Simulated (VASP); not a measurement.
Input of a VASP 6.6.1 run:

INCAR

```
SYSTEM = Ge
PREC     = Accurate       ! precision mode
ENCUT    = 600            ! plane-wave cutoff, eV
EDIFF    = 1E-7           ! SCF threshold, eV
ISMEAR   = -1             ! smearing method
SIGMA    = 0.1            ! smearing width, eV
LREAL    = .FALSE.        ! projectors in reciprocal space
LASPH    = .TRUE.         ! aspherical terms in the spheres
NELM     = 100            ! most SCF steps
ALGO     = Normal         ! electronic algorithm
ISIF     = 3              ! what is computed and relaxed
LWAVE    = .FALSE.        ! write WAVECAR
LCHARG   = .FALSE.        ! write CHGCAR
GGA      = PE             ! functional
IBRION   = 2              ! ionic algorithm
NSW      = 80             ! ionic steps
EDIFFG   = -0.01          ! ionic threshold
```

Contents of KPOINTS:

```
regular mesh
0
G
  12 12 4
  0 0 0
```

The input POSCAR:

```
Ge
1.0
    3.0076538696      0.0000000000      0.0000000000
   -1.5038269348      2.6047046568      0.0000000000
    0.0000000000      0.0000000000      9.8229975381
Ge
4
Direct
    0.0000000000      0.0000000000      0.0000000000
    0.0000000000      0.0000000000      0.5000000000
    0.3333333333      0.6666666667      0.2500000000
    0.6666666667      0.3333333333      0.7500000000
```

Potentials or basis: VASP PAW PBE potentials, release 64 (Ge_d).

Run with:

```console
$ cat potpaw_PBE.64/Ge_d/POTCAR > POTCAR
$ mpirun -np 1 vasp_std > vasp.out
```

(1) Predict the relaxed volume.

(2) Estimate the space group after relaxing (to 0.1 Å).

(3) Predict the band gap on the k mesh.

(4) Estimate the relaxed cell.

Results:

(1) 19.54 Å³/atom.

(2) P6_3/mmc (No. 194).

(3) zero (bands 28 and 29 overlap by 9.56 eV).

(4) a = 3.023 Å, b = 3.023 Å, c = 9.875 Å, α = 90.00°, β = 90.00°, γ = 120.00°.
